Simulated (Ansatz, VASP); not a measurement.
**One calculation of AlN, two programs**

File INCAR:

```
SYSTEM = AlN
PREC = Accurate ; ENCUT = 520
EDIFF = 1E-6 ; ISMEAR = 0
SIGMA = 0.1 ; LREAL = .False.
LASPH = .True. ; NELM = 120
ALGO = Normal ; ISIF = 2
LWAVE = .False. ; LCHARG = .False.
LDIPOL = .True. ; IDIPOL = 3
DIPOL = 0.5 0.5 0.500 ; GGA = PE
NBANDS = 11 ; GGA_COMPAT = .False.
NELMDL = -8
```

The input KPOINTS:

```
Automatic mesh
0
Gamma
  6 4 1
  0 0 0
```

POSCAR

```
AlN
1.0
    3.1130000000      0.0000000000      0.0000000000
    0.0000000000      4.9810000000      0.0000000000
    0.0000000000      0.0000000000     14.0000000000
Al N
1 1
Direct
    0.0000000000      0.5001000000      0.5000000000
    0.0000000000      0.8801000000      0.5000000000
```

Input for Ansatz:

```yaml
crystal:
  lattice:
    - [3.113, 0.0, 0.0]
    - [0.0, 4.981, 0.0]
    - [0.0, 0.0, 14.0]
  atoms:
    - { symbol: Al, position: [0.0, 0.5001, 0.5] }
    - { symbol: "N", position: [0.0, 0.8801, 0.5] }
  periodic: [true, true, false]
basis:
  ecutwfc: 420
kpoints:
  mp_grid: { grid: [6, 4, 1] }
hamiltonian:
  xc: pbe
scf:
  occupations: { method: gaussian, width: 0.1 }
  lower_state_search: "off"
output:
  forces: true
  stress: true
  eigenvalues: true
```

Alike in both runs: task single point; functional PBE; k mesh 6 × 4 × 1; occupations gaussian, width 0.1 eV; no spin polarisation.

|  | VASP | Ansatz |
| --- | --- | --- |
| version | VASP 6.6.1 | Ansatz 0.2.0 |
| potentials or method | VASP PAW PBE potentials, release 64 (Al, N), cutoff 520 eV | scalar-relativistic, plane waves, PAW |
| valence electrons in the cell | 8 | 8 |

```tsv
	VASP	Ansatz	Ansatz less VASP
gap on the k mesh at the Fermi level (eV)	none	none	-
rms of the force components (eV/Å)	0.857	0.868	+0.0111
```

Atom by atom the forces differ by 0.011 eV/Å (rms over components). A gap of «none» marks a metal or a gap that the smearing closes. Ansatz's warnings: slab cell height set.
